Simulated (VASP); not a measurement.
# TaN (Fm-3m) in VASP: further runs, part 2 of 2

VASP 6.6.1. The steps go on from the part before.

## 3. Relaxation of cell and atoms, PBEsol, target pressure 25 GPa, at which the enthalpy is minimised

This run uses another cell than the first one, of 10.48 Å³/atom.

The input, INCAR:

```
PREC = Accurate
ENCUT = 600
EDIFF = 1E-7
ISMEAR = -1
SIGMA = 0.15
LREAL = False
LASPH = True
NELM = 80
ALGO = Normal
ISIF = 3
LWAVE = False
LCHARG = False
GGA = PS
IBRION = 2
NSW = 80
EDIFFG = -0.001
PSTRESS = 250.0
```

The input, KPOINTS:

```
Automatic mesh
0
Gamma
  16 16 16
```

The input, POSCAR:

```
TaN
1.0
    0.0000000000      2.1884211802      2.1884211802
    2.1884211802      0.0000000000      2.1884211802
    2.1884211802      2.1884211802      0.0000000000
Ta N
1 1
Direct
    0.5000000000      0.5000000000      0.5000000000
    0.0000000000      0.0000000000      0.0000000000
```

Potentials or basis: VASP PAW PBE potentials, release 64 (Ta_pv, N).

On the command line:

```bash
$ cat potpaw_PBE.64/Ta_pv/POTCAR potpaw_PBE.64/N/POTCAR > POTCAR
$ mpirun -np 1 vasp_std > vasp.out
```

OUTCAR:

```text
PREC = Accurate
   ENCUT = 600
   EDIFF = 1E-7
   ISMEAR = -1
   LREAL = False
   LASPH = True
   NELM = 80
   ISIF = 3
   GGA = PS
   IBRION = 2
   NSW = 80
   EDIFFG = -0.001
   PSTRESS = 250.0

 ion  position               nearest neighbor table
   1  0.500  0.500  0.500-   2 2.19   2 2.19   2 2.19   2 2.19   2 2.19   2 2.19
   2  0.000  0.000  0.000-   1 2.19   1 2.19   1 2.19   1 2.19   1 2.19   1 2.19

  LATTYP: Found a face centered cubic cell.
 ALAT       =     4.3768423604

  Lattice vectors:

 A1 = (   0.0000000000,   2.1884211802,   2.1884211802)
 A2 = (   2.1884211802,   0.0000000000,   2.1884211802)
 A3 = (   2.1884211802,   2.1884211802,   0.0000000000)

Analysis of symmetry for initial positions (statically):
=====================================================================
 Subroutine PRICEL returns:
 Original cell was already a primitive cell.

 Routine SETGRP: Setting up the symmetry group for a
 face centered cubic supercell.

 Subroutine GETGRP returns: Found 48 space group operations
 (whereof 48 operations were pure point group operations)
 out of a pool of 48 trial point group operations.

The static configuration has the point symmetry O_h .

Analysis of symmetry for dynamics (positions and initial velocities):
[... 147 lines left out ...]
 NGX is ok and might be reduce to    28
   NGX = 13   NGY = 13   NGZ = 13

--------------------------------------- Ionic step        1  -------------------------------------------

 number of electron      16.0000000 magnetization

 Free energy of the ion-electron system (eV)
  ---------------------------------------------------
  ext. energy  EPLUGINS =         0.00000000
  ---------------------------------------------------
  free energy    TOTEN  =       -23.24366800 eV

  energy without entropy =      -23.18293131  energy(sigma->0) =      -23.21329966

 E-fermi :   9.5301     XC(G=0): -13.6679

 val. band max:        9.5226123663   @ k =  -0.2500   0.3750   0.1250
 cond. band min:       9.5370039455   @ k =  -0.3125   0.3125   0.1250
 fundamental gap:      0.0143915792
 Fermi energy:         9.5301428495

 k-point     1 :       0.0000    0.0000    0.0000
  band No.  band energies     occupation
      1     -26.1339      2.00000
      2     -26.1339      2.00000
      3     -26.1339      2.00000
      4      -9.3879      2.00000
      5       5.7031      2.00000
      6       5.7031      2.00000
      7       5.7031      2.00000
      8       7.3716      2.00000
      9       7.3716      2.00000
     10       7.3716      2.00000
     11       9.5704      0.86648
     12       9.5704      0.86648
[... 572 lines left out ...]
--------------------------------------- Ionic step        7  -------------------------------------------

 number of electron      16.0000000 magnetization

 Free energy of the ion-electron system (eV)
  ---------------------------------------------------
  ext. energy  EPLUGINS =         0.00000000
  ---------------------------------------------------
  free energy    TOTEN  =       -23.15173690 eV

  energy without entropy =      -23.09517998  energy(sigma->0) =      -23.12345844

 E-fermi :  10.2142     XC(G=0): -13.9953

 val. band max:       10.1975536719   @ k =  -0.3125   0.3750   0.1875
 cond. band min:      10.2148951225   @ k =  -0.3125   0.3125   0.1250
 fundamental gap:      0.0173414506
 Fermi energy:        10.2142286680

 k-point     1 :       0.0000    0.0000    0.0000
  band No.  band energies     occupation
      1     -25.3355      2.00000
      2     -25.3355      2.00000
      3     -25.3355      2.00000
      4      -9.1953      2.00000
      5       6.2187      2.00000
      6       6.2187      2.00000
      7       6.2187      2.00000
      8       7.8792      2.00000
      9       7.8792      2.00000
     10       7.8792      2.00000
     11      10.2655      0.83069
     12      10.2655      0.83069
[... 378 lines left out ...]
  energy  without entropy=      -23.0951799772  energy(sigma->0) =      -23.12345844

  enthalpy is  TOTEN    =       -20.0674729983 eV   P V=        3.0842638970

 reached required accuracy - stopping structural energy minimisation
```

OSZICAR:

```text
N       E                     dE             d eps       ncg     rms          rms(c)
DAV:   1     0.957095911536E+02    0.95710E+02   -0.10178E+04  3480   0.158E+03
DAV:   2    -0.217504480550E+02   -0.11746E+03   -0.11094E+03  4016   0.366E+02
[... 60 lines left out ...]
       N       E                     dE             d eps       ncg     rms          rms(c)
DAV:   1    -0.231517749561E+02    0.23255E-02   -0.13605E-03  3504   0.502E-01    0.781E-02
DAV:   2    -0.231517445657E+02    0.30390E-04   -0.38889E-05  3732   0.758E-02    0.326E-02
DAV:   3    -0.231517363730E+02    0.81927E-05   -0.24628E-05  3984   0.595E-02    0.504E-03
DAV:   4    -0.231517366683E+02   -0.29532E-06   -0.26278E-07  4076   0.611E-03    0.199E-03
DAV:   5    -0.231517368721E+02   -0.20376E-06   -0.54427E-08  2020   0.246E-03    0.453E-04
DAV:   6    -0.231517368953E+02   -0.23243E-07   -0.48668E-09  1740   0.819E-04
   7 F= -.20067473E+02 E0= -.20039195E+02  d E =-.237719E-05
```

It took 5.3 min on 1 thread of Intel Xeon Platinum 8259CL at 2.50GHz (Skylake/Cascade Lake), shared host; peak memory 0.21 GiB.

What came out:

| Quantity | Value |
| --- | --- |
| Free energy | -23.1517 eV |
| Relaxed volume | 9.88 Å³/atom |
| Relaxed cell | a = 3.035 Å, b = 3.035 Å, c = 3.035 Å, α = 60.00°, β = 60.00°, γ = 60.00° |
| Space group after relaxing (to 0.1 Å) | Fm-3m (No. 225) |
| Energy change on relaxing (the run minimises the enthalpy) | +46.0 meV/atom |
| Ionic steps | 7 |
| Pressure after relaxing | 25.0 GPa |
| Band gap on the k mesh | zero (bands 8 and 9 overlap by 4.49 eV) |

The path:
| step | energy change (eV) | largest force (eV/Å) | pressure (GPa) | volume (Å³) |
| --- | --- | --- | --- | --- |
| 1 | 0.0000 | 0.0000 | 0.90 | 20.96 |
| 2 | 1.6378 | 0.0000 | 145.39 | 16.53 |
| 3 | 0.0792 | 0.0000 | 23.03 | 19.85 |
| 4 | 0.0892 | 0.0000 | 24.60 | 19.78 |
| 5 | 0.0928 | 0.0000 | 25.14 | 19.76 |
| 6 | 0.0896 | 0.0000 | 24.65 | 19.78 |
| 7 | 0.0919 | 0.0000 | 25.01 | 19.77 |

Final structure:
```
CELL_PARAMETERS angstrom
0.00000 2.14600 2.14600
2.14600 0.00000 2.14600
2.14600 2.14600 0.00000
ATOMIC_POSITIONS crystal
Ta 0.50000 0.50000 0.50000
N 0.00000 0.00000 0.00000
```

Caveat: the cell is relaxed towards a set pressure, so the run minimises the enthalpy, not the energy; the highest band is partly filled, so the run has too few bands; the PAW data sets were made with another functional, which shifts forces and pressure a little; spin-orbit coupling is left out, which moves the levels of the heavy elements.
